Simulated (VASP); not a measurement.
# CdI2 (P-3m1) in VASP: single point with HSE06

Aim: the single point of CdI2 with HSE06.

Everything below comes from runs of VASP 6.6.1. Logs are shortened: lines on timing, memory, paths and dates and some standing lists are left out, and cuts for length are marked.

### 1 The cell of the first run

It takes space group P-3m1 (No. 164, trigonal). The conventional cell has a = 4.035 Å, b = 4.035 Å, c = 6.550 Å, α = 90.00°, β = 90.00°, γ = 120.00°. Cd (site symmetry -3m) has 6 I at 2.92 Å within 3.8 Å. I (site symmetry 3m) has 3 Cd at 2.92 Å within 3.8 Å.

### 2 Single point, HSE06 (strain -5.0%)

Contents of POSCAR:

```
CdI2
1.0
    4.0346582919      0.0000000000      0.0000000000
   -2.0173291460      3.4941165764      0.0000000000
    0.0000000000      0.0000000000      6.5502738899
Cd I
1 2
Direct
    0.0000000000      0.0000000000      0.0000000000
    0.3333333333      0.6666666667      0.2684123245
    0.6666666667      0.3333333333      0.7315876755
```

Contents of INCAR.step1:

```
SYSTEM = CdI2
ALGO = Normal
EDIFF = 1E-5
ENCUT = 400
GGA = PE
GGA_COMPAT = .FALSE.
ISIF = 2
ISMEAR = 0
KPAR = 4
LASPH = .TRUE.
LREAL = .FALSE.
LWAVE = .TRUE.
NBANDS = 20
NELM = 120
PREC = Accurate
SIGMA = 0.01
```

Contents of INCAR.step2:

```
SYSTEM = CdI2
ALGO = Normal
EDIFF = 1E-6
ENCUT = 400
GGA = PE
GGA_COMPAT = .FALSE.
HFSCREEN = 0.2079
ISIF = 2
ISMEAR = 0
ISTART = 1
KPAR = 4
LASPH = .TRUE.
LCHARG = .TRUE.
LHFCALC = .TRUE.
LREAL = .FALSE.
LVHAR = .TRUE.
LWAVE = .FALSE.
NBANDS = 20
NELM = 120
PREC = Accurate
PRECFOCK = Normal
SIGMA = 0.01
```

Contents of KPOINTS:

```
k-points
0
G
  6 6 4
  0 0 0
```

Potentials or basis: VASP PAW PBE potentials, release 64 (Cd, I).

Command:

```sh
$ cat potpaw_PBE.64/Cd/POTCAR potpaw_PBE.64/I/POTCAR > POTCAR
$ cp INCAR.step1 INCAR
$ mpirun -np 4 vasp_std > vasp.out
$ cp INCAR.step2 INCAR
$ mpirun -np 4 vasp_std > vasp.out
```

OUTCAR:

```text
SYSTEM = CdI2
   EDIFF = 1E-6
   ENCUT = 400
   GGA = PE
   HFSCREEN = 0.2079
   ISIF = 2
   ISMEAR = 0
   ISTART = 1
   LASPH = .TRUE.
   LHFCALC = .TRUE.
   LREAL = .FALSE.
   NELM = 120
   PREC = Accurate
   PRECFOCK = Normal

 ion  position               nearest neighbor table
   1  0.000  0.000  0.000-   2 2.92   3 2.92   3 2.92   2 2.92   3 2.92   2 2.92
   2  0.333  0.667  0.268-   1 2.92   1 2.92   1 2.92
   3  0.667  0.333  0.732-   1 2.92   1 2.92   1 2.92

  LATTYP: Found a hexagonal cell.
 ALAT       =     4.0346582919
 C/A-ratio  =     1.6235015250

  Lattice vectors:

 A1 = (   4.0346582919,   0.0000000000,   0.0000000000)
 A2 = (  -2.0173291460,   3.4941165764,   0.0000000000)
 A3 = (   0.0000000000,   0.0000000000,   6.5502738899)

Analysis of symmetry for initial positions (statically):
=====================================================================
 Subroutine PRICEL returns:
 Original cell was already a primitive cell.

 Routine SETGRP: Setting up the symmetry group for a
 hexagonal supercell.

 Subroutine GETGRP returns: Found 12 space group operations
 (whereof 12 operations were pure point group operations)
 out of a pool of 24 trial point group operations.

The static configuration has the point symmetry D_3d.

Analysis of symmetry for dynamics (positions and initial velocities):
=====================================================================
 Subroutine PRICEL returns:
 Original cell was already a primitive cell.

 Routine SETGRP: Setting up the symmetry group for a
 hexagonal supercell.

 Subroutine GETGRP returns: Found 12 space group operations
 (whereof 12 operations were pure point group operations)
 out of a pool of 24 trial point group operations.

The dynamic configuration has the point symmetry D_3d.

 Subroutine INISYM returns: Found 12 space group operations
 (whereof 12 operations are pure point group operations),
 and found     1 'primitive' translations

----------------------------------------------------------------------------------------

                                     Primitive cell

  volume of cell :      92.3429

[... 90 lines left out ...]
   LREAL  =      F    real-space projection
   EDIFFG = 0.1E-04   stopping-criterion for IOM
   NSW    =      0    number of steps for IOM
   IBRION =     -1    ionic relax: 0-MD 1-quasi-New 2-CG
   NFREE  =      0    steps in history (QN), initial steepest desc. (CG)
   ISIF   =      2    stress and relaxation
   ISYM   =      3    0-nonsym 1-usesym 2-fastsym
   POTIM  = 0.5000    time-step for ionic-motion
   TEBEG  =    0.0;   TEEND  =   0.0 temperature during run
   PSTRESS=    0.0 pullay stress
   NELECT =      26.0000    total number of electrons
   NUPDOWN=      -1.0000    fix difference up-down
   EMIN   =  10.00;   EMAX   =-10.00  energy-range for DOS
   EFERMI =   0.00;   METHOD = LEGACY
   ISMEAR =     0;   SIGMA  =   0.01  broadening in eV -4-tet -1-fermi 0-gaus
   EFERMI_NEDOS =   21; number of points for ismear=-14 and -15
   IALGO  =     38    algorithm
   IMIX   =      1    mixing-type and parameters
     AMIX     =   0.40;   BMIX     =  1.00
     AMIX_MAG =   1.60;   BMIX_MAG =  1.00
  volume/ion in A,a.u.               =      30.78       207.72
  Fermi-wavevector in a.u.,A,eV,Ry     =   1.072996  2.027668 15.664663  1.151320
  Thomas-Fermi vector in A             =   2.208782
   LORBIT       =      0    0 simple, 1 ext, 2 COOP (PROOUT), +10 PAW based schemes
   GGA     = PE    functional components
   LHFCALC =     T    Hartree Fock is set to
   PRECFOCK=normal    Normal, Fast or Accurate (Low or Medium for compatibility)
   ENCUT4O =  -1.0   cutoff for four orbital integrals eV
   NKREDX  =     1    reduce k-point grid by
   NKREDY  =     1    reduce k-point grid by
   NKREDZ  =     1    reduce k-point grid by
   AEXX    =    0.2500 exact exchange contribution
   HFSCREEN=    0.2079 screening length (either q_TF or 0.3 A-1)
   HFSCREENC=   0.2079 screening length for correlation (either q_TF or 0.3 A-1)
   ENCUTFOCK=  -1.0 apply spherical cutoff to Coloumb kernel
   IVDW    =     0    specifies the selected vdW correction
   LEPSILON=     F    determine dielectric tensor
   LRPA    =     F    only Hartree local field effects (RPA)
 non-spin polarized calculation
 Gauss-broadening in eV      SIGMA  =   0.01
  energy-cutoff  :      400.00
  volume of cell :       92.34
 maximum number of plane-waves:      1713
 NGX is ok and might be reduce to    28
  NGX = 20; NGY = 20; NGZ = 36

 number of electron      26.0000007 magnetization

 Free energy of the ion-electron system (eV)
  ---------------------------------------------------
  ext. energy  EPLUGINS =         0.00000000
  ---------------------------------------------------
  free energy    TOTEN  =        -6.77909206 eV

  energy without entropy =       -6.77909206  energy(sigma->0) =       -6.77909206

 E-fermi :   3.1029     XC(G=0):  -7.7489

 val. band max:        3.0613909999   @ k =   0.0000   0.0000   0.5000
 cond. band min:       6.1148664716   @ k =   0.3333   0.3333   0.0000
 fundamental gap:      3.0534754717
 Fermi energy:         3.1029042781

 k-point     1 :       0.0000    0.0000    0.0000
  band No.  band energies     occupation
      1     -10.9740      2.00000
      2      -9.8639      2.00000
      3      -6.2084      2.00000
      4      -6.2084      2.00000
      5      -6.0685      2.00000
      6      -5.9520      2.00000
[... 541 lines left out ...]
     19      13.3925      0.00000
     20      13.3925      0.00000

------------------------ aborting loop because EDIFF is reached ----------------------------------------

  FORCE on cell =-STRESS in cart. coord.  units (eV):
  Direction    XX          YY          ZZ          XY          YZ          ZX
  --------------------------------------------------------------------------------------
  -------------------------------------------------------------------------------------
  Total        3.4323800      3.4323800      2.6713726     -0.0000000     -0.0000000      0.0000000
  in kB       59.5528211     59.5528211     46.3491144     -0.0000000     -0.0000000      0.0000000
  external PRESSURE =      55.1515855 kB  Pullay stress =       0.0000000 kB

 VOLUME and BASIS-vectors are now :
 -----------------------------------------------------------------------------
  energy-cutoff  :      400.00
  volume of cell :       92.34
      direct lattice vectors                 reciprocal lattice vectors
     4.034658292  0.000000000  0.000000000     0.247852464  0.143097687  0.000000000
    -2.017329146  3.494116576  0.000000000     0.000000000  0.286195374  0.000000000
     0.000000000  0.000000000  6.550273890     0.000000000  0.000000000  0.152665372

 POSITION                                       TOTAL-FORCE (eV/Angst)
 -----------------------------------------------------------------------------------
      0.00000      0.00000      0.00000         0.000000      0.000000     -0.000000
     -0.00000      2.32941      1.75817         0.000000     -0.000000     -0.016272
      2.01733      1.16471      4.79210        -0.000000      0.000000      0.016272
 -----------------------------------------------------------------------------------
    total drift:                               -0.000000      0.000000     -0.000003

  FREE ENERGIE OF THE ION-ELECTRON SYSTEM (eV)
  ---------------------------------------------------
  free  energy   TOTEN  =        -6.7790920597 eV

  energy  without entropy=       -6.7790920597  energy(sigma->0) =       -6.77909206
```

OUTCAR.step1:

```text
SYSTEM = CdI2
   EDIFF = 1E-5
   ENCUT = 400
   GGA = PE
   ISIF = 2
   ISMEAR = 0
[... 776 lines left out ...]
      0.00000      0.00000      0.00000         0.000000      0.000000      0.000000
     -0.00000      2.32941      1.75817        -0.000000      0.000000      0.154635
      2.01733      1.16471      4.79210         0.000000     -0.000000     -0.154635
 -----------------------------------------------------------------------------------
    total drift:                                0.000000      0.000000     -0.000000

  FREE ENERGIE OF THE ION-ELECTRON SYSTEM (eV)
  ---------------------------------------------------
  free  energy   TOTEN  =        -5.1521374815 eV

  energy  without entropy=       -5.1521374815  energy(sigma->0) =       -5.15213748
```

OSZICAR.step1:

```text
N       E                     dE             d eps       ncg     rms          rms(c)
DAV:   1     0.142351105678E+03    0.14235E+03   -0.10299E+04   984   0.921E+02
DAV:   2     0.211888633538E+01   -0.14023E+03   -0.13600E+03  1136   0.235E+02
DAV:   3    -0.533559036260E+01   -0.74545E+01   -0.74333E+01  1140   0.545E+01
DAV:   4    -0.544370933270E+01   -0.10812E+00   -0.10811E+00  1256   0.631E+00
DAV:   5    -0.544479629920E+01   -0.10870E-02   -0.10870E-02  1140   0.589E-01    0.810E+00
DAV:   6    -0.517197822310E+01    0.27282E+00   -0.53136E-01  1032   0.789E+00    0.637E+00
DAV:   7    -0.515400240600E+01    0.17976E-01   -0.22787E-01  1080   0.298E+00    0.194E+00
DAV:   8    -0.515222779819E+01    0.17746E-02   -0.32784E-02  1036   0.199E+00    0.501E-01
DAV:   9    -0.515208149309E+01    0.14631E-03   -0.27451E-03  1120   0.521E-01    0.185E-01
DAV:  10    -0.515213256286E+01   -0.51070E-04   -0.23811E-04  1092   0.136E-01    0.491E-02
DAV:  11    -0.515213748147E+01   -0.49186E-05   -0.13902E-05   960   0.294E-02
   1 F= -.51521375E+01 E0= -.51521375E+01  d E =-.148480E-55
```

Run time: 29 min. Hardware: 4 MPI ranks of AMD EPYC 7R13 (Zen 3), shared host; peak memory 0.3 GiB.

What came out:

```
Free energy            : -6.7791 eV
Pressure               : 5.5 GPa
Largest force          : 0.016 eV/Å
Band gap on the k mesh : 3.05 eV, indirect (least direct gap 3.71 eV)
```

Forces in eV/Å, atoms in the order of the input:
```
Cd   0.000  0.000  0.000
I    0.000  0.000 -0.016
I    0.000  0.000  0.016
```

Stress tensor (GPa, compression positive):
```
5.96 0.00 0.00
0.00 5.96 0.00
0.00 0.00 4.63
```

Levels at points of the mesh, in eV from the valence-band top:
| k point | band 11 | band 12 | band 13 | band 14 | band 15 | band 16 |
| --- | --- | --- | --- | --- | --- | --- |
| (0.00, 0.00, 0.00) | -0.33 | -0.33 | -0.33 | 3.64 | 5.34 | 7.56 |
| (0.50, 0.00, 0.00) | -2.05 | -1.38 | -0.26 | 3.65 | 5.67 | 6.12 |
| (0.00, 0.00, 0.50) | -0.66 | 0.00 | 0.00 | 5.29 | 5.51 | 7.21 |
| (0.50, 0.00, 0.50) | -1.59 | -0.94 | -0.93 | 3.09 | 5.22 | 6.24 |

Caveat: the cell differs from its parent crystal (strain -5.0%); the PAW data sets were made with another functional, which shifts forces and pressure a little; spin-orbit coupling is left out, which moves the levels of the heavy elements; this functional lacks dispersion, which binds the layers, so the pressure and a relaxed spacing across them are unreliable. A k mesh can miss the band edges.
